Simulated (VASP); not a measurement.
Crystal: Cs2AgBiBr6.

```
CELL_PARAMETERS angstrom
0.00000 5.61610 5.61610
5.61610 0.00000 5.61610
5.61610 5.61610 0.00000
ATOMIC_POSITIONS crystal
Bi 0.00000 0.00000 0.00000
Cs 0.75000 0.75000 0.75000
Cs 0.25000 0.25000 0.25000
Ag 0.50000 0.50000 0.50000
Br 0.74945 0.74945 0.25055
Br 0.25055 0.25055 0.74945
Br 0.74945 0.25055 0.25055
Br 0.74945 0.25055 0.74945
Br 0.25055 0.74945 0.74945
Br 0.25055 0.74945 0.25055
```

Base run:

```yaml
Program: VASP 6.6.1
Functional: BLYP
Potentials_or_basis: VASP PAW PBE potentials, release 64 (Bi_d, Cs_sv, Ag, Br)
Cutoff: 520 eV
k_mesh: 4 × 4 × 4
Occupations: fermi-dirac, width 0.05 eV
Spin: no spin polarisation
```

Its results: band gap on the k mesh 1.30 eV (least direct gap 2.49 eV); pressure 3.8 GPa; largest force 0.357 eV/Å.

Question: The run is repeated on the same cell with these changes: functional from BLYP to PBE. What comes out?

Answer: Band gap on the k mesh 1.27 eV (least direct gap 2.47 eV); pressure 1.9 GPa; largest force 0.294 eV/Å.

PBE binds more tightly than BLYP, so the same cell stands under less pressure.

Caveats: spin-orbit coupling is left out, which moves the levels of the heavy elements; the cell stands under pressure (at least some runs); the PAW data sets were made with another functional, which shifts forces and pressure a little (at least some runs).

A k mesh can miss the band edges.
